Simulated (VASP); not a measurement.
# NaI (Fm-3m) in VASP: settings compared

Aim: see how the results for NaI move with the level of theory and the settings. Levels: PBEsol, RPBE, revPBE. Tasks: single point.

Everything below comes from runs of VASP 6.6.1. Logs are shortened: lines on timing, memory, paths and dates and some standing lists are left out, and cuts for length are marked.

### Step 1. The cell of the first run

The structure is cubic, space group Fm-3m (No. 225). Conventional cell: a = 6.473 Å, b = 6.473 Å, c = 6.473 Å, α = 90.00°, β = 90.00°, γ = 90.00°. Within 4.3 Å of I (site symmetry m-3m) lie 6 Na at 3.24 Å. Within 4.3 Å of Na (site symmetry m-3m) lie 6 I at 3.24 Å.

### Step 2. Single point, PBEsol

INCAR

```
  ALGO = Normal
  EDIFF = 1E-6
  ENCUT = 520
  GGA = PS
  ISIF = 2
  ISMEAR = -1
  LASPH = True
  LCHARG = True
  LELF = True
  LREAL = False
  LVHAR = True
  LWAVE = False
  NBANDS = 14
  NELM = 80
  PREC = Accurate
  SIGMA = 0.05
```

KPOINTS

```
k-points
0
Gamma
  4 4 4
```

POSCAR

```
NaI
1.0
    0.0000000000      3.2364000000      3.2364000000
    3.2364000000      0.0000000000      3.2364000000
    3.2364000000      3.2364000000      0.0000000000
I Na
1 1
Direct
    0.5000000000      0.5000000000      0.5000000000
    0.0000000000      0.0000000000      0.0000000000
```

Potentials or basis: VASP PAW PBE potentials, release 64 (I, Na_pv).

The run is started by

```bash
cat potpaw_PBE.64/I/POTCAR potpaw_PBE.64/Na_pv/POTCAR > POTCAR
mpirun -np 1 vasp_std > vasp.out
```

OUTCAR:

```text
EDIFF = 1E-6
   ENCUT = 520
   GGA = PS
   ISIF = 2
   ISMEAR = -1
   LASPH = True
   LREAL = False
   NELM = 80
   PREC = Accurate

 ion  position               nearest neighbor table
   1  0.500  0.500  0.500-
   2  0.000  0.000  0.000-

  LATTYP: Found a face centered cubic cell.
 ALAT       =     6.4728000000

  Lattice vectors:

 A1 = (   0.0000000000,   3.2364000000,   3.2364000000)
 A2 = (   3.2364000000,   0.0000000000,   3.2364000000)
 A3 = (   3.2364000000,   3.2364000000,   0.0000000000)

Analysis of symmetry for initial positions (statically):
=====================================================================
 Subroutine PRICEL returns:
 Original cell was already a primitive cell.

 Routine SETGRP: Setting up the symmetry group for a
 face centered cubic supercell.

 Subroutine GETGRP returns: Found 48 space group operations
 (whereof 48 operations were pure point group operations)
 out of a pool of 48 trial point group operations.

The static configuration has the point symmetry O_h .

Analysis of symmetry for dynamics (positions and initial velocities):
=====================================================================
 Subroutine PRICEL returns:
 Original cell was already a primitive cell.

 Routine SETGRP: Setting up the symmetry group for a
 face centered cubic supercell.

 Subroutine GETGRP returns: Found 48 space group operations
 (whereof 48 operations were pure point group operations)
 out of a pool of 48 trial point group operations.

The dynamic configuration has the point symmetry O_h .

 Subroutine INISYM returns: Found 48 space group operations
 (whereof 48 operations are pure point group operations),
 and found     1 'primitive' translations

----------------------------------------------------------------------------------------

                                     Primitive cell

  volume of cell :      67.7980

  direct lattice vectors                    reciprocal lattice vectors
     0.000000000  3.236400000  3.236400000    -0.154492646  0.154492646  0.154492646
     3.236400000  0.000000000  3.236400000     0.154492646 -0.154492646  0.154492646
[... 71 lines left out ...]
   NSW    =      0    number of steps for IOM
   IBRION =     -1    ionic relax: 0-MD 1-quasi-New 2-CG
   NFREE  =      0    steps in history (QN), initial steepest desc. (CG)
   ISIF   =      2    stress and relaxation
   ISYM   =      2    0-nonsym 1-usesym 2-fastsym
   POTIM  = 0.5000    time-step for ionic-motion
   TEBEG  =    0.0;   TEEND  =   0.0 temperature during run
   PSTRESS=    0.0 pullay stress
   NELECT =      14.0000    total number of electrons
   NUPDOWN=      -1.0000    fix difference up-down
   EMIN   =  10.00;   EMAX   =-10.00  energy-range for DOS
   EFERMI =   0.00;   METHOD = LEGACY
   ISMEAR =    -1;   SIGMA  =   0.05  broadening in eV -4-tet -1-fermi 0-gaus
   EFERMI_NEDOS =   21; number of points for ismear=-14 and -15
   IALGO  =     38    algorithm
   IMIX   =      4    mixing-type and parameters
     AMIX     =   0.40;   BMIX     =  1.00
     AMIX_MAG =   1.60;   BMIX_MAG =  1.00
  volume/ion in A,a.u.               =      33.90       228.76
  Fermi-wavevector in a.u.,A,eV,Ry     =   0.967636  1.828567 12.739397  0.936319
  Thomas-Fermi vector in A             =   2.097538
   LORBIT       =      0    0 simple, 1 ext, 2 COOP (PROOUT), +10 PAW based schemes
   GGA     = PS    functional components
   LHFCALC =     F    Hartree Fock is set to
   AEXX    =    0.0000 exact exchange contribution
   IVDW    =     0    specifies the selected vdW correction
   LEPSILON=     F    determine dielectric tensor
   LRPA    =     F    only Hartree local field effects (RPA)
 non-spin polarized calculation
  energy-cutoff  :      520.00
  volume of cell :       67.80
 maximum number of plane-waves:      1850
 NGX is ok and might be reduce to    36
   NGX = 17   NGY = 17   NGZ = 17

 number of electron      13.9999993 magnetization

 Free energy of the ion-electron system (eV)
  ---------------------------------------------------
  ext. energy  EPLUGINS =         0.00000000
  ---------------------------------------------------
  free energy    TOTEN  =        -5.66059506 eV

  energy without entropy =       -5.66059506  energy(sigma->0) =       -5.66059506

 E-fermi :   1.7969     XC(G=0):  -7.8425

 val. band max:        0.7228147181   @ k =   0.0000   0.0000   0.0000
 cond. band min:       4.2265100155   @ k =   0.0000   0.0000   0.0000
 fundamental gap:      3.5036952974
 Fermi energy:         1.7969375378

 k-point     1 :       0.0000    0.0000    0.0000
  band No.  band energies     occupation
      1     -21.5314      2.00000
      2     -21.5314      2.00000
      3     -21.5314      2.00000
      4     -10.3328      2.00000
      5       0.7228      2.00000
      6       0.7228      2.00000
      7       0.7228      2.00000
      8       4.2265      0.00000
      9       8.5657      0.00000
     10       8.5657      0.00000
     11       8.5657      0.00000
     12      10.4366      0.00000
     13      10.4366      0.00000
     14      10.9572      0.00000
[... 105 lines left out ...]
      1     -21.5343      2.00000
      2     -21.5343      2.00000
      3     -21.5333      2.00000
      4      -9.9301      2.00000
      5      -0.7128      2.00000
      6      -0.7128      2.00000
      7      -0.2251      2.00000
      8       6.5094      0.00000
      9       8.0808      0.00000
     10       8.0808      0.00000
     11       8.5372      0.00000
     12      12.5921      0.00000
     13      12.5921      0.00000
     14      13.3760      0.00000

------------------------ aborting loop because EDIFF is reached ----------------------------------------

  FORCE on cell =-STRESS in cart. coord.  units (eV):
  Direction    XX          YY          ZZ          XY          YZ          ZX
  --------------------------------------------------------------------------------------
  -------------------------------------------------------------------------------------
  Total       -0.1774051     -0.1774051     -0.1774051      0.0000000     -0.0000000      0.0000000
  in kB       -4.1923751     -4.1923751     -4.1923751      0.0000000     -0.0000000      0.0000000
  external PRESSURE =      -4.1923751 kB  Pullay stress =       0.0000000 kB

 VOLUME and BASIS-vectors are now :
 -----------------------------------------------------------------------------
  energy-cutoff  :      520.00
  volume of cell :       67.80
      direct lattice vectors                 reciprocal lattice vectors
     0.000000000  3.236400000  3.236400000    -0.154492646  0.154492646  0.154492646
     3.236400000  0.000000000  3.236400000     0.154492646 -0.154492646  0.154492646
     3.236400000  3.236400000  0.000000000     0.154492646  0.154492646 -0.154492646

 POSITION                                       TOTAL-FORCE (eV/Angst)
 -----------------------------------------------------------------------------------
      3.23640      3.23640      3.23640        -0.000000     -0.000000      0.000000
      0.00000      0.00000      0.00000         0.000000      0.000000     -0.000000
 -----------------------------------------------------------------------------------
    total drift:                                0.000000      0.000000      0.000000

  FREE ENERGIE OF THE ION-ELECTRON SYSTEM (eV)
  ---------------------------------------------------
  free  energy   TOTEN  =        -5.6605950588 eV

  energy  without entropy=       -5.6605950587  energy(sigma->0) =       -5.66059506
```

OSZICAR:

```text
N       E                     dE             d eps       ncg     rms          rms(c)
DAV:   1     0.801354692819E+02    0.80135E+02   -0.63577E+03   224   0.876E+02
DAV:   2     0.521551177358E+00   -0.79614E+02   -0.73350E+02   230   0.214E+02
DAV:   3    -0.557735986070E+01   -0.60989E+01   -0.60511E+01   290   0.601E+01
DAV:   4    -0.572997855959E+01   -0.15262E+00   -0.15259E+00   300   0.945E+00
DAV:   5    -0.573238422075E+01   -0.24057E-02   -0.24056E-02   290   0.107E+00    0.139E+00
DAV:   6    -0.567025720682E+01    0.62127E-01   -0.67477E-02   278   0.193E+00    0.909E-01
DAV:   7    -0.565954732707E+01    0.10710E-01   -0.54298E-02   284   0.142E+00    0.533E-01
DAV:   8    -0.566062221915E+01   -0.10749E-02   -0.36495E-03   254   0.583E-01    0.974E-02
DAV:   9    -0.566058753022E+01    0.34689E-04   -0.12771E-04   302   0.125E-01    0.238E-02
DAV:  10    -0.566059432445E+01   -0.67942E-05   -0.20932E-05   260   0.501E-02    0.552E-03
DAV:  11    -0.566059505881E+01   -0.73436E-06   -0.26965E-06   302   0.168E-02
   1 F= -.56605951E+01 E0= -.56605951E+01  d E =-.656692E-10
```

stdout:

```text
POSCAR found type information on POSCAR I Na
 POSCAR found :  2 types and       2 ions
 scaLAPACK will be used
 -----------------------------------------------------------------------------
|                                                                             |
|                                                                             |
|     You enforced a specific xc type in the INCAR file but a different       |
|     I HOPE YOU KNOW WHAT YOU ARE DOING!                                     |
|                                                                             |
 -----------------------------------------------------------------------------

 LDA part: xc-table for (Slater+PW92), standard interpolation
 POSCAR, INCAR and KPOINTS ok, starting setup
 FFT: planning ... GRIDC
 FFT: planning ... GRID_SOFT
 FFT: planning ... GRID
 WAVECAR not read
 entering main loop
```

Wall time 8.1 s (1 thread of AMD EPYC 7R13 (Zen 3), shared host); peak memory 0.17 GiB.

Results:

* Free energy: -5.6606 eV
* Pressure: -0.4 GPa
* Band gap on the k mesh: 3.50 eV, direct

Levels at points of the mesh, in eV from the valence-band top:
```
           k point  band 5  band 6  band 7  band 8  band 9  band 10
(0.00, 0.00, 0.00)    0.00    0.00    0.00    3.50    7.84     7.84
(0.50, 0.00, 0.00)   -2.22   -0.29   -0.29    4.94    7.37     7.37
(0.50, 0.50, 0.00)   -1.94   -0.76   -0.76    4.44    5.42     9.71
```

Caveat: the k points lie up to 0.42 Å⁻¹ apart; the PAW data sets were made with another functional, which shifts forces and pressure a little; spin-orbit coupling is left out, which moves the levels of the heavy elements.

### Step 3. Single point, RPBE

INCAR

```
SYSTEM = NaI
ALGO     = Normal         ! electronic algorithm
EDIFF    = 1E-6           ! SCF threshold, eV
ENCUT    = 520            ! plane-wave cutoff, eV
GGA      = RP             ! functional
ISIF     = 2              ! what is computed and relaxed
ISMEAR   = -1             ! smearing method
LASPH    = .TRUE.         ! aspherical terms in the spheres
LCHARG   = .FALSE.        ! write CHGCAR
LREAL    = .FALSE.        ! projectors in reciprocal space
LWAVE    = .FALSE.        ! write WAVECAR
NBANDS   = 14             ! bands
NELM     = 60             ! most SCF steps
PREC     = Accurate       ! precision mode
SIGMA    = 0.05           ! smearing width, eV
```

KPOINTS

```
k-points
0
G
  4 4 4
  0 0 0
```

POSCAR is that of step 2.

Potentials or basis: VASP PAW PBE potentials, release 64 (I, Na_pv).

The run is started by

```bash
cat potpaw_PBE.64/I/POTCAR potpaw_PBE.64/Na_pv/POTCAR > POTCAR
mpirun -np 1 vasp_std > vasp.out
```

OUTCAR:

```text
SYSTEM = NaI
   EDIFF = 1E-6
   ENCUT = 520
   GGA = RP
   ISIF = 2
   ISMEAR = -1
   LASPH = .TRUE.
   LREAL = .FALSE.
   NELM = 60
   PREC = Accurate

 ion  position               nearest neighbor table
   1  0.500  0.500  0.500-
   2  0.000  0.000  0.000-

  LATTYP: Found a face centered cubic cell.
 ALAT       =     6.4728000000

  Lattice vectors:

 A1 = (   0.0000000000,   3.2364000000,   3.2364000000)
 A2 = (   3.2364000000,   0.0000000000,   3.2364000000)
 A3 = (   3.2364000000,   3.2364000000,   0.0000000000)

Analysis of symmetry for initial positions (statically):
=====================================================================
 Subroutine PRICEL returns:
 Original cell was already a primitive cell.

 Routine SETGRP: Setting up the symmetry group for a
 face centered cubic supercell.

 Subroutine GETGRP returns: Found 48 space group operations
 (whereof 48 operations were pure point group operations)
 out of a pool of 48 trial point group operations.

The static configuration has the point symmetry O_h .

Analysis of symmetry for dynamics (positions and initial velocities):
=====================================================================
[... 157 lines left out ...]
      8       4.8152      0.00000
      9       8.9651      0.00000
     10       8.9651      0.00000
     11       8.9651      0.00000
     12      10.7320      0.00000
     13      10.7320      0.00000
     14      11.6053      0.00000
[... 105 lines left out ...]
      1     -21.5473      2.00000
      2     -21.5473      2.00000
      3     -21.5463      2.00000
      4      -9.6561      2.00000
      5      -0.4483      2.00000
      6      -0.4483      2.00000
      7       0.0154      2.00000
      8       6.9109      0.00000
      9       8.5593      0.00000
     10       8.5593      0.00000
     11       9.0076      0.00000
     12      13.1026      0.00000
     13      13.1026      0.00000
     14      13.7079      0.00000

------------------------ aborting loop because EDIFF is reached ----------------------------------------

  FORCE on cell =-STRESS in cart. coord.  units (eV):
  Direction    XX          YY          ZZ          XY          YZ          ZX
  --------------------------------------------------------------------------------------
  -------------------------------------------------------------------------------------
  Total        0.7166986      0.7166986      0.7166986      0.0000000      0.0000000     -0.0000000
  in kB       16.9367685     16.9367685     16.9367685      0.0000000      0.0000000     -0.0000000
  external PRESSURE =      16.9367685 kB  Pullay stress =       0.0000000 kB

 VOLUME and BASIS-vectors are now :
 -----------------------------------------------------------------------------
  energy-cutoff  :      520.00
  volume of cell :       67.80
      direct lattice vectors                 reciprocal lattice vectors
     0.000000000  3.236400000  3.236400000    -0.154492646  0.154492646  0.154492646
     3.236400000  0.000000000  3.236400000     0.154492646 -0.154492646  0.154492646
     3.236400000  3.236400000  0.000000000     0.154492646  0.154492646 -0.154492646

 POSITION                                       TOTAL-FORCE (eV/Angst)
 -----------------------------------------------------------------------------------
      3.23640      3.23640      3.23640         0.000000     -0.000000      0.000000
      0.00000      0.00000      0.00000        -0.000000      0.000000     -0.000000
 -----------------------------------------------------------------------------------
    total drift:                                0.000000      0.000000      0.000000

  FREE ENERGIE OF THE ION-ELECTRON SYSTEM (eV)
  ---------------------------------------------------
  free  energy   TOTEN  =        -5.0167842749 eV

  energy  without entropy=       -5.0167842749  energy(sigma->0) =       -5.01678427
```

It took 8.2 s on 1 thread of AMD EPYC 7R13 (Zen 3), shared host; peak memory 0.17 GiB.

Results:

| Item | Value |
| --- | --- |
| Free energy | -5.0168 eV |
| Pressure | 1.7 GPa |
| Band gap on the k mesh | 3.90 eV, direct |

Levels at points of the mesh, in eV from the valence-band top:
| k point | band 3 | band 4 | band 5 | band 6 | band 7 | band 8 | band 9 | band 10 | band 11 | band 12 |
| --- | --- | --- | --- | --- | --- | --- | --- | --- | --- | --- |
| (0.00, 0.00, 0.00) | -22.46 | -10.97 | 0.00 | 0.00 | 0.00 | 3.90 | 8.05 | 8.05 | 8.05 | 9.81 |
| (0.50, 0.00, 0.00) | -22.46 | -10.66 | -2.12 | -0.28 | -0.28 | 5.30 | 7.59 | 7.59 | 8.95 | 10.55 |
| (0.50, 0.50, 0.00) | -22.46 | -10.58 | -1.85 | -0.73 | -0.73 | 4.69 | 5.73 | 10.10 | 11.53 | 11.53 |

Caveat: the k points lie up to 0.42 Å⁻¹ apart; the PAW data sets were made with another functional, which shifts forces and pressure a little; spin-orbit coupling is left out, which moves the levels of the heavy elements.

### Step 4. Single point, revPBE

INCAR

```
ALGO = Normal ; EDIFF = 1E-6
ENCUT = 520 ; GGA = RE
ISIF = 2 ; ISMEAR = -1
LASPH = True ; LCHARG = True
LELF = True ; LREAL = False
LVHAR = True ; LWAVE = False
NBANDS = 14 ; NELM = 80
PREC = Accurate ; SIGMA = 0.05
```

KPOINTS

```
k-points
0
Gamma
  4 4 4
```

POSCAR is that of step 3.

The run is started by

```bash
cat potpaw_PBE.64/I/POTCAR potpaw_PBE.64/Na_pv/POTCAR > POTCAR
mpirun -np 1 vasp_std > vasp.out
```

Run time: 8.9 s. Hardware: 1 thread of AMD EPYC 7R13 (Zen 3), shared host; peak memory 0.17 GiB.

Results (log left out):

- Free energy: -5.0319 eV
- Pressure: 1.5 GPa
- Band gap on the k mesh: 3.86 eV, direct

Levels at points of the mesh, in eV from the valence-band top:
| k point | band 3 | band 4 | band 5 | band 6 | band 7 | band 8 | band 9 | band 10 | band 11 | band 12 |
| --- | --- | --- | --- | --- | --- | --- | --- | --- | --- | --- |
| (0.00, 0.00, 0.00) | -22.46 | -10.98 | 0.00 | 0.00 | 0.00 | 3.86 | 8.02 | 8.02 | 8.02 | 9.81 |
| (0.50, 0.00, 0.00) | -22.46 | -10.67 | -2.13 | -0.28 | -0.28 | 5.26 | 7.57 | 7.57 | 8.94 | 10.50 |
| (0.50, 0.50, 0.00) | -22.46 | -10.59 | -1.86 | -0.73 | -0.73 | 4.68 | 5.69 | 10.06 | 11.50 | 11.50 |

Caveat: the k points lie up to 0.42 Å⁻¹ apart; the PAW data sets were made with another functional, which shifts forces and pressure a little; spin-orbit coupling is left out, which moves the levels of the heavy elements.

### Step 5. Summary

```csv
level,gap on the mesh (eV),pressure (GPa)
PBEsol,3.50,-0.4
RPBE,3.90,1.7
revPBE,3.86,1.5
```

Alike in all rows: task single point; potentials or basis VASP PAW PBE potentials, release 64 (I, Na_pv); no spin polarisation; cell as given; k mesh 4 × 4 × 4; cutoff (eV) 520; smearing fermi-dirac 0.05 eV.

Caveats: all runs use coarse meshes; the PAW data sets were made with another functional, which shifts forces and pressure a little; spin-orbit coupling is left out, which moves the levels of the heavy elements.

Total energies depend on the potentials used, so only differences within one code and one set of settings carry meaning.
